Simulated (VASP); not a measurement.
Input of a VASP 6.6.1 run:

The input POSCAR:

```
PbS
1.0
    4.9970879532      0.0000000000      0.0000000000
   -2.4985439766      4.3276051124      0.0000000000
    0.0000000000      0.0000000000      5.9970707068
Pb S
2 2
Direct
    0.3333333333      0.6666666667      0.2500000000
    0.6666666667      0.3333333333      0.7500000000
    0.6666666667      0.3333333333      0.2500000000
    0.3333333333      0.6666666667      0.7500000000
```

File INCAR.step1:

```
ALGO = Normal
EDIFF = 1E-4
ENCUT = 520
GGA = PE
ISMEAR = 0
LASPH = T
LCHARG = F
LREAL = F
LWAVE = T
NBANDS = 28
NELM = 60
PREC = Accurate
SIGMA = 0.01
```

Contents of INCAR.step2:

```
ALGO = Normal
EDIFF = 1E-6
ENCUT = 520
ISIF = 2
ISMEAR = 0
ISTART = 1
LASPH = T
LCHARG = F
LMIXTAU = T
LREAL = F
LWAVE = F
METAGGA = R2SCAN
NBANDS = 28
NELM = 60
PREC = Accurate
SIGMA = 0.01
```

Contents of KPOINTS:

```
k-points
0
Gamma
  6 6 4
```

Potentials or basis: VASP PAW PBE potentials, release 64 (Pb_d, S).

Command:

```sh
$ cat potpaw_PBE.64/Pb_d/POTCAR potpaw_PBE.64/S/POTCAR > POTCAR
$ cp INCAR.step1 INCAR
$ mpirun -np 1 vasp_std > vasp.out
$ cp INCAR.step2 INCAR
$ mpirun -np 1 vasp_std > vasp.out
```

(1) What does it give for the pressure?

(2) What does it give for the band gap on the k mesh?

Results:

(1) 0.0 GPa.

(2) 1.73 eV.

Caveat: the PAW data sets were made with another functional, which shifts forces and pressure a little; spin-orbit coupling is left out, which moves the levels of the heavy elements.
